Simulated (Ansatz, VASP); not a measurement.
## Rb: VASP beside Ansatz

File INCAR:

```
  ALGO = Normal
  EDIFF = 1E-8
  ENCUT = 520
  GGA = PS
  ISIF = 2
  ISMEAR = -1
  LASPH = True
  LCHARG = False
  LEFG = True
  LREAL = False
  LWAVE = False
  NBANDS = 10
  NELM = 80
  PREC = Accurate
  SIGMA = 0.05
```

Contents of KPOINTS:

```
k-points
0
Gamma
  8 8 8
```

Contents of POSCAR:

```
Rb
1.0
   -2.8429252871      2.8429252871      2.8429252871
    2.8429252871     -2.8429252871      2.8429252871
    2.8429252871      2.8429252871     -2.8429252871
Rb
1
Direct
    0.0000000000      0.0000000000      0.0000000000
```

Input for Ansatz:

```yaml
crystal:
  lattice:
    - [-2.8429252871, 2.8429252871, 2.8429252871]
    - [2.8429252871, -2.8429252871, 2.8429252871]
    - [2.8429252871, 2.8429252871, -2.8429252871]
  atoms:
    - { symbol: Rb, position: [0.0, 0.0, 0.0] }
kpoints:
  mp_grid: { grid: [8, 8, 8] }
scf:
  occupations: { method: fermi_dirac, width: 0.05 }
hamiltonian:
  xc: pbesol
  pseudopotentials: { kind: all_electron, datasets: crystal }
output:
  forces: true
  stress: true
  eigenvalues: true
  efg: { contact_densities: true }
```

Change from the starting cell: volume scaled by 1.04, crystal datasets.

Alike in both runs: task electric field gradients; functional PBEsol; k mesh 8 × 8 × 8; occupations fermi-dirac, width 0.05 eV; no spin polarisation.

|  | VASP | Ansatz |
| --- | --- | --- |
| version | VASP 6.6.1 | Ansatz 0.2.0 |
| potentials or method | VASP PAW PBE potentials, release 64 (Rb_sv), cutoff 520 eV | all-electron PAW with datasets made for the crystal, scalar-relativistic |

```tsv
	VASP	Ansatz	Ansatz less VASP
pressure (GPa)	-0.2	-0.2	0.00
```

VASP's potentials were made for PBE, not for PBEsol. Ansatz ran all-electron here, and VASP with PAW potentials.
